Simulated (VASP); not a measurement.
# LiH (Fm-3m) in VASP: settings compared

Aim: see how the results for LiH move with the level of theory and the settings. Levels: revPBE, PBE-based screened hybrid with 25 % exact exchange. Tasks: equation of state, electric field gradients.

Everything below comes from runs of VASP 6.6.1. Logs are shortened: lines on timing, memory, paths and dates and some standing lists are left out, and cuts for length are marked.

## 1. The cell of the first run

It takes space group Fm-3m (No. 225, cubic). The conventional cell has a = 4.074 Å, b = 4.074 Å, c = 4.074 Å, α = 90.00°, β = 90.00°, γ = 90.00°. Within 2.7 Å of Li (site symmetry m-3m) lie 6 H at 2.04 Å. Within 2.7 Å of H (site symmetry m-3m) lie 6 Li at 2.04 Å.

## 2. Equation of state, revPBE

POSCAR.step1 reads:

```
LiH
1.0
    0.0000000000      1.9737168817      1.9737168817
    1.9737168817      0.0000000000      1.9737168817
    1.9737168817      1.9737168817      0.0000000000
Li H
1 1
Direct
    0.0000000000      0.0000000000      0.0000000000
    0.5000000000      0.5000000000      0.5000000000
```

POSCAR.step2 reads:

```
LiH
1.0
    0.0000000000      1.9951720069      1.9951720069
    1.9951720069      0.0000000000      1.9951720069
    1.9951720069      1.9951720069      0.0000000000
Li H
1 1
Direct
    0.0000000000      0.0000000000      0.0000000000
    0.5000000000      0.5000000000      0.5000000000
```

POSCAR.step3 reads:

```
LiH
1.0
    0.0000000000      2.0161753610      2.0161753610
    2.0161753610      0.0000000000      2.0161753610
    2.0161753610      2.0161753610      0.0000000000
Li H
1 1
Direct
    0.0000000000      0.0000000000      0.0000000000
    0.5000000000      0.5000000000      0.5000000000
```

POSCAR.step4 reads:

```
LiH
1.0
    0.0000000000      2.0367500000      2.0367500000
    2.0367500000      0.0000000000      2.0367500000
    2.0367500000      2.0367500000      0.0000000000
Li H
1 1
Direct
    0.0000000000      0.0000000000      0.0000000000
    0.5000000000      0.5000000000      0.5000000000
```

POSCAR.step5 reads:

```
LiH
1.0
    0.0000000000      2.0569171532      2.0569171532
    2.0569171532      0.0000000000      2.0569171532
    2.0569171532      2.0569171532      0.0000000000
Li H
1 1
Direct
    0.0000000000      0.0000000000      0.0000000000
    0.5000000000      0.5000000000      0.5000000000
```

POSCAR.step6 reads:

```
LiH
1.0
    0.0000000000      2.0766964161      2.0766964161
    2.0766964161      0.0000000000      2.0766964161
    2.0766964161      2.0766964161      0.0000000000
Li H
1 1
Direct
    0.0000000000      0.0000000000      0.0000000000
    0.5000000000      0.5000000000      0.5000000000
```

POSCAR.step7 reads:

```
LiH
1.0
    0.0000000000      2.0961059188      2.0961059188
    2.0961059188      0.0000000000      2.0961059188
    2.0961059188      2.0961059188      0.0000000000
Li H
1 1
Direct
    0.0000000000      0.0000000000      0.0000000000
    0.5000000000      0.5000000000      0.5000000000
```

INCAR reads:

```
SYSTEM = LiH
GGA = RE ; ISMEAR = 0
SIGMA = 0.03 ; LWAVE = .FALSE.
LCHARG = .FALSE. ; ISIF = 2
NSW = 0 ; ENCUT = 700
PREC = Accurate ; LASPH = .TRUE.
LREAL = .FALSE. ; ALGO = Normal
EDIFF = 1E-7 ; NELM = 120
GGA_COMPAT = .FALSE. ; EFERMI = MIDGAP
```

KPOINTS reads:

```
k-points
0
Gamma
  9 9 9
```

Potentials or basis: VASP PAW PBE potentials, release 64 (Li_sv_GW, H_GW).

Started as:

```
$ cat potpaw_PBE.64/Li_sv_GW/POTCAR potpaw_PBE.64/H_GW/POTCAR > POTCAR
$ cp POSCAR.step1 POSCAR
$ mpirun -np 1 vasp_std > vasp.out
$ cp POSCAR.step2 POSCAR
$ mpirun -np 1 vasp_std > vasp.out
$ cp POSCAR.step3 POSCAR
$ mpirun -np 1 vasp_std > vasp.out
$ cp POSCAR.step4 POSCAR
$ mpirun -np 1 vasp_std > vasp.out
$ cp POSCAR.step5 POSCAR
$ mpirun -np 1 vasp_std > vasp.out
$ cp POSCAR.step6 POSCAR
$ mpirun -np 1 vasp_std > vasp.out
$ cp POSCAR.step7 POSCAR
$ mpirun -np 1 vasp_std > vasp.out
```

OUTCAR:

```text
SYSTEM = LiH
   GGA = RE
   ISMEAR = 0
   ISIF = 2
   NSW = 0
   ENCUT = 700
   PREC = Accurate
   LASPH = .TRUE.
   LREAL = .FALSE.
   EDIFF = 1E-7
   NELM = 120
   EFERMI = MIDGAP

 Found     35 irreducible k-points:

 Following reciprocal coordinates:
            Coordinates               Weight
  0.000000  0.000000  0.000000      1.000000
  0.111111  0.000000  0.000000      8.000000
  0.222222  0.000000  0.000000      8.000000
  0.333333  0.000000  0.000000      8.000000
  0.444444  0.000000  0.000000      8.000000
  0.111111  0.111111  0.000000      6.000000
   k-points           NKPTS =     35   k-points in BZ     NKDIM =     35   number of bands    NBANDS=      6
   number of dos      NEDOS =    301   number of ions     NIONS =      2
   total plane-waves  NPLWV =  21952
   dimension x,y,z NGX =    28 NGY =   28 NGZ =   28
   dimension x,y,z NGXF=    56 NGYF=   56 NGZF=   56
   ions per type =               1   1
   NGX,Y,Z   is equivalent  to a cutoff of  15.70, 15.70, 15.70 a.u.
   NGXF,Y,Z  is equivalent  to a cutoff of  31.41, 31.41, 31.41 a.u.
 SYSTEM =  LiH
   PREC   = accura    normal or accurate (medium, high low for compatibility)
   ISTART =      0    job   : 0-new  1-cont  2-samecut
   ICHARG =      2    charge: 1-file 2-atom 10-const
   ISPIN  =      1    spin polarized calculation?
   LNONCOLLINEAR =      F non collinear calculations
   LSORBIT =      F    spin-orbit coupling
   LASPH  =      T    aspherical Exc in radial PAW
   ENCUT  =  700.0 eV  51.45 Ry    7.17 a.u.   6.39  6.39  6.39*2*pi/ulx,y,z
   NELM   =    120;   NELMIN=  2; NELMDL=  0     # of ELM steps
   EDIFF  = 0.1E-06   stopping-criterion for ELM
   LREAL  =      F    real-space projection
   EDIFFG = 0.1E-05   stopping-criterion for IOM
   NSW    =      0    number of steps for IOM
   IBRION =     -1    ionic relax: 0-MD 1-quasi-New 2-CG
   NFREE  =      0    steps in history (QN), initial steepest desc. (CG)
   ISIF   =      2    stress and relaxation
   ISYM   =      2    0-nonsym 1-usesym 2-fastsym
   POTIM  = 0.5000    time-step for ionic-motion
   TEBEG  =    0.0;   TEEND  =   0.0 temperature during run

   SCALEE = 1.0000    scale energy and forces
   PSTRESS=    0.0 pullay stress
   NELECT =       4.0000    total number of electrons
   NUPDOWN=      -1.0000    fix difference up-down
   EMIN   =  10.00;   EMAX   =-10.00  energy-range for DOS
   EFERMI =   0.00;   METHOD = MIDGAP
   ISMEAR =     0;   SIGMA  =   0.03  broadening in eV -4-tet -1-fermi 0-gaus
   EFERMI_NEDOS =   21; number of points for ismear=-14 and -15
   IALGO  =     38    algorithm
   IMIX   =      4    mixing-type and parameters
     AMIX     =   0.40;   BMIX     =  1.00
     AMIX_MAG =   1.60;   BMIX_MAG =  1.00
  volume/ion in A,a.u.               =       9.21        62.15
  Fermi-wavevector in a.u.,A,eV,Ry     =   0.984022  1.859533 13.174520  0.968300
  Thomas-Fermi vector in A             =   2.115224
   LORBIT       =      0    0 simple, 1 ext, 2 COOP (PROOUT), +10 PAW based schemes
   GGA     = RE    functional components
   LHFCALC =     F    Hartree Fock is set to
   AEXX    =    0.0000 exact exchange contribution
   IVDW    =     0    specifies the selected vdW correction
   LEPSILON=     F    determine dielectric tensor
   LRPA    =     F    only Hartree local field effects (RPA)

   CSHIFT  =0.1000    complex shift for real part using Kramers Kronig

   OMEGAMAX=  -1.0    maximum frequency
 non-spin polarized calculation
 Gauss-broadening in eV      SIGMA  =   0.03
  energy-cutoff  :      700.00
  volume of cell :       18.42
 maximum number of plane-waves:       785
 NGX is ok and might be reduce to    28
   NGX = 13   NGY = 13   NGZ = 13

 number of electron       4.0000001 magnetization

 Free energy of the ion-electron system (eV)
  ---------------------------------------------------
  ext. energy  EPLUGINS =         0.00000000
  ---------------------------------------------------
  free energy    TOTEN  =        -7.79110963 eV

  energy without entropy =       -7.79110963  energy(sigma->0) =       -7.79110963

 E-fermi :   0.7321     XC(G=0):  -7.9290

 val. band max:       -0.9967754543   @ k =  -0.4444   0.4444   0.0000
 cond. band min:       2.4609524890   @ k =  -0.4444   0.4444   0.0000
 fundamental gap:      3.4577279433
 Fermi energy:         0.7320885174

 k-point     1 :       0.0000    0.0000    0.0000
  band No.  band energies     occupation
      1     -45.4796      2.00000
      2      -5.8432      2.00000
      3      13.5289      0.00000
      4      15.8340      0.00000
      5      15.8340      0.00000
      6      15.8340      0.00000

 k-point     2 :       0.1111    0.0000    0.0000
  band No.  band energies     occupation
      1     -45.4766      2.00000
      2      -5.6351      2.00000
      3      12.1519      0.00000
      4      14.5893      0.00000
      5      15.4236      0.00000
      6      15.4236      0.00000

 k-point     3 :       0.2222    0.0000    0.0000
  band No.  band energies     occupation
      1     -45.4688      2.00000
      2      -5.0317      2.00000
      3       8.9707      0.00000
      4      13.2234      0.00000
      5      14.8250      0.00000
      6      14.8250      0.00000

 k-point     4 :       0.3333    0.0000    0.0000
  band No.  band energies     occupation
      1     -45.4597      2.00000
      2      -4.1358      2.00000
      3       5.9687      0.00000
      4      12.2616      0.00000
      5      14.5439      0.00000
      6      14.5439      0.00000

 k-point     5 :       0.4444    0.0000    0.0000
  band No.  band energies     occupation
      1     -45.4539      2.00000
      2      -3.3099      2.00000
      3       4.0373      0.00000
      4      11.7516      0.00000
      5      14.5797      0.00000
      6      14.5797      0.00000

 k-point     6 :       0.1111    0.1111    0.0000
  band No.  band energies     occupation
      1     -45.4756      2.00000
      2      -5.5625      2.00000
      3      12.2638      0.00000
      4      14.1136      0.00000
      5      14.1136      0.00000
      6      16.5620      0.00000

 [... further k-points ...]

------------------------ aborting loop because EDIFF is reached ----------------------------------------

  FORCE on cell =-STRESS in cart. coord.  units (eV):
  Direction    XX          YY          ZZ          XY          YZ          ZX
  --------------------------------------------------------------------------------------
  -------------------------------------------------------------------------------------
  Total       -0.3325512     -0.3325512     -0.3325512      0.0000000     -0.0000000      0.0000000
  in kB      -28.9267321    -28.9267321    -28.9267321      0.0000000     -0.0000000      0.0000000
  external PRESSURE =     -28.9267321 kB  Pullay stress =       0.0000000 kB

 VOLUME and BASIS-vectors are now :
 -----------------------------------------------------------------------------
  energy-cutoff  :      700.00
  volume of cell :       18.42
      direct lattice vectors                 reciprocal lattice vectors
     0.000000000  2.096105919  2.096105919    -0.238537564  0.238537564  0.238537564
     2.096105919  0.000000000  2.096105919     0.238537564 -0.238537564  0.238537564
     2.096105919  2.096105919  0.000000000     0.238537564  0.238537564 -0.238537564

 POSITION                                       TOTAL-FORCE (eV/Angst)
 -----------------------------------------------------------------------------------
      0.00000      0.00000      0.00000         0.000000     -0.000000      0.000000
      2.09611      2.09611      2.09611        -0.000000      0.000000     -0.000000
 -----------------------------------------------------------------------------------
    total drift:                                0.000000      0.000000      0.000000

  FREE ENERGIE OF THE ION-ELECTRON SYSTEM (eV)
  ---------------------------------------------------
  free  energy   TOTEN  =        -7.7911096306 eV

  energy  without entropy=       -7.7911096306  energy(sigma->0) =       -7.79110963
```

OUTCAR.step1:

```text
SYSTEM = LiH
   GGA = RE
   ISMEAR = 0
   ISIF = 2
   NSW = 0
[... 173 lines left out ...]
 -----------------------------------------------------------------------------------
      0.00000      0.00000      0.00000         0.000000     -0.000000     -0.000000
      1.97372      1.97372      1.97372        -0.000000      0.000000      0.000000
 -----------------------------------------------------------------------------------
    total drift:                                0.000000     -0.000000     -0.000000

  FREE ENERGIE OF THE ION-ELECTRON SYSTEM (eV)
  ---------------------------------------------------
  free  energy   TOTEN  =        -7.7934254842 eV

  energy  without entropy=       -7.7934254842  energy(sigma->0) =       -7.79342548
```

OUTCAR.step2:

```text
SYSTEM = LiH
   GGA = RE
   ISMEAR = 0
   ISIF = 2
   NSW = 0
[... 173 lines left out ...]
 -----------------------------------------------------------------------------------
      0.00000      0.00000      0.00000         0.000000      0.000000      0.000000
      1.99517      1.99517      1.99517         0.000000      0.000000      0.000000
 -----------------------------------------------------------------------------------
    total drift:                                0.000000     -0.000000     -0.000000

  FREE ENERGIE OF THE ION-ELECTRON SYSTEM (eV)
  ---------------------------------------------------
  free  energy   TOTEN  =        -7.8016106362 eV

  energy  without entropy=       -7.8016106362  energy(sigma->0) =       -7.80161064
```

Wall time 47 s (1 thread of Intel Xeon Platinum 8259CL at 2.50GHz (Skylake/Cascade Lake), shared host); peak memory 0.15 GiB.

Results:

| Property | Result |
| --- | --- |
| Equilibrium volume | 8.37 Å³/atom |
| Bulk modulus | 34 GPa |
| Pressure derivative of the bulk modulus | 3.3 |

Energy against volume, from the lowest point:
```
volume (Å³/atom)  energy (meV/atom)
           7.689               6.47
           7.942               2.38
           8.196               0.30
           8.449               0.00
           8.703               1.23
           8.956               3.84
           9.210               7.63
```

Caveat: the PAW data sets were made with another functional, which shifts forces and pressure a little.

## 3. Electric field gradients, PBE-based screened hybrid with 25 % exact exchange

POSCAR reads:

```
LiH
1.0
    0.0000000000      2.0367500000      2.0367500000
    2.0367500000      0.0000000000      2.0367500000
    2.0367500000      2.0367500000      0.0000000000
Li H
1 1
Direct
    0.0000000000      0.0000000000      0.0000000000
    0.5000000000      0.5000000000      0.5000000000
```

INCAR.step1 reads:

```
ALGO = Normal
EDIFF = 1E-5
ENCUT = 650
GGA = PE
GGA_COMPAT = F
ISIF = 2
ISMEAR = -1
LASPH = T
LCHARG = F
LREAL = F
LWAVE = T
NBANDS = 9
NELM = 120
PREC = Accurate
SIGMA = 0.025
```

INCAR.step2 reads:

```
AEXX = 0.25
ALGO = Normal
EDIFF = 1E-8
ENCUT = 650
GGA = PE
GGA_COMPAT = F
HFSCREEN = 0.3
ISIF = 2
ISMEAR = -1
ISTART = 1
LASPH = T
LCHARG = F
LEFG = T
LHFCALC = T
LREAL = F
LWAVE = F
NBANDS = 9
NELM = 120
PREC = Accurate
PRECFOCK = Normal
SIGMA = 0.025
```

KPOINTS reads:

```
k-points
0
Gamma
  7 7 7
```

Potentials or basis: VASP PAW PBE potentials, release 64 (Li_sv, H).

Started as:

```
$ cat potpaw_PBE.64/Li_sv/POTCAR potpaw_PBE.64/H/POTCAR > POTCAR
$ cp INCAR.step1 INCAR
$ mpirun -np 1 vasp_std > vasp.out
$ cp INCAR.step2 INCAR
$ mpirun -np 1 vasp_std > vasp.out
```

OUTCAR:

```text
AEXX = 0.25
   EDIFF = 1E-8
   ENCUT = 650
   GGA = PE
   HFSCREEN = 0.3
   ISIF = 2
   ISMEAR = -1
   ISTART = 1
   LASPH = T
   LHFCALC = T
   LREAL = F
   NELM = 120
   PREC = Accurate
   PRECFOCK = Normal

 ion  position               nearest neighbor table
   1  0.000  0.000  0.000-
   2  0.500  0.500  0.500-

  LATTYP: Found a face centered cubic cell.
 ALAT       =     4.0735000000

  Lattice vectors:

 A1 = (   0.0000000000,   2.0367500000,   2.0367500000)
 A2 = (   2.0367500000,   0.0000000000,   2.0367500000)
 A3 = (   2.0367500000,   2.0367500000,   0.0000000000)

Analysis of symmetry for initial positions (statically):
=====================================================================
 Subroutine PRICEL returns:
[... 432 lines left out ...]
  energy-cutoff  :      650.00
  volume of cell :       16.90
      direct lattice vectors                 reciprocal lattice vectors
     0.000000000  2.036750000  2.036750000    -0.245489137  0.245489137  0.245489137
     2.036750000  0.000000000  2.036750000     0.245489137 -0.245489137  0.245489137
     2.036750000  2.036750000  0.000000000     0.245489137  0.245489137 -0.245489137

 POSITION                                       TOTAL-FORCE (eV/Angst)
 -----------------------------------------------------------------------------------
      0.00000      0.00000      0.00000         0.000000      0.000000      0.000000
      2.03675      2.03675      2.03675        -0.000000     -0.000000     -0.000000
 -----------------------------------------------------------------------------------
    total drift:                                0.000000      0.000000      0.000000

  FREE ENERGIE OF THE ION-ELECTRON SYSTEM (eV)
  ---------------------------------------------------
  free  energy   TOTEN  =        -6.6616268864 eV

  energy  without entropy=       -6.6616268864  energy(sigma->0) =       -6.66162689

 Electric field gradients (V/A^2)
---------------------------------------------------------------------
 ion       V_xx      V_yy      V_zz      V_xy      V_xz      V_yz
---------------------------------------------------------------------
   1       0.000    -0.000     0.000    -0.002    -0.002    -0.002
   2      -0.000    -0.000     0.000     0.001     0.001     0.001
---------------------------------------------------------------------

 Electric field gradients after diagonalization (V/A^2)
 (convention: |V_zz| > |V_xx| > |V_yy|)
----------------------------------------------------------------------
 ion       V_xx      V_yy      V_zz     asymmetry (V_yy - V_xx)/ V_zz
----------------------------------------------------------------------
   1       0.002     0.002    -0.004       0.000
   2      -0.001    -0.001     0.002       0.000
----------------------------------------------------------------------

           NMR quadrupolar parameters

 Cq : quadrupolar parameter    Cq=e*Q*V_zz/h
 eta: asymmetry parameters     (V_yy - V_xx)/ V_zz
 Q  : nuclear electric quadrupole moment in mb (millibarn)
----------------------------------------------------------------------
 ion       Cq(MHz)       eta       Q (mb)
----------------------------------------------------------------------
   1      -0.000       0.000       1.000
   2       0.000       0.000       1.000
----------------------------------------------------------------------
```

OSZICAR.step1:

```text
N       E                     dE             d eps       ncg     rms          rms(c)
DAV:   1     0.302183522593E+00    0.30218E+00   -0.16235E+03   360   0.446E+02
DAV:   2    -0.620469385542E+01   -0.65069E+01   -0.61403E+01   524   0.629E+01
DAV:   3    -0.636132833114E+01   -0.15663E+00   -0.15659E+00   430   0.809E+00
DAV:   4    -0.636330329203E+01   -0.19750E-02   -0.19749E-02   515   0.697E-01
DAV:   5    -0.636330443008E+01   -0.11381E-05   -0.11380E-05   451   0.210E-02    0.286E+00
DAV:   6    -0.618070361966E+01    0.18260E+00   -0.15352E-01   399   0.121E+00    0.142E+00
DAV:   7    -0.612067822586E+01    0.60025E-01   -0.19325E-01   404   0.154E+00    0.218E-01
DAV:   8    -0.612255629560E+01   -0.18781E-02   -0.45755E-03   432   0.451E-01    0.421E-02
DAV:   9    -0.612249492499E+01    0.61371E-04   -0.15465E-04   440   0.498E-02    0.795E-03
DAV:  10    -0.612249343761E+01    0.14874E-05   -0.67792E-06   340   0.196E-02
   1 F= -.61224934E+01 E0= -.61224934E+01  d E =-.155551E-13
```

Wall time 6.5 min (1 thread of Intel Xeon Platinum 8259CL at 2.50GHz (Skylake/Cascade Lake), shared host); peak memory 0.24 GiB.

Results:

- Free energy: -6.6616 eV
- Pressure: -2.4 GPa
- Band gap on the k mesh: 4.30 eV
- Largest electric field gradient by atom: zero within the noise of the run

Levels at points of the mesh, in eV from the valence-band top:
```tsv
k point	band 1	band 2	band 3	band 4	band 5	band 6
(0.00, 0.00, 0.00)	-47.15	-5.66	17.14	18.81	18.81	18.81
```

Caveat: the PAW data sets were made with another functional, which shifts forces and pressure a little; an odd mesh through Γ misses points on the zone boundary, where band edges can lie.
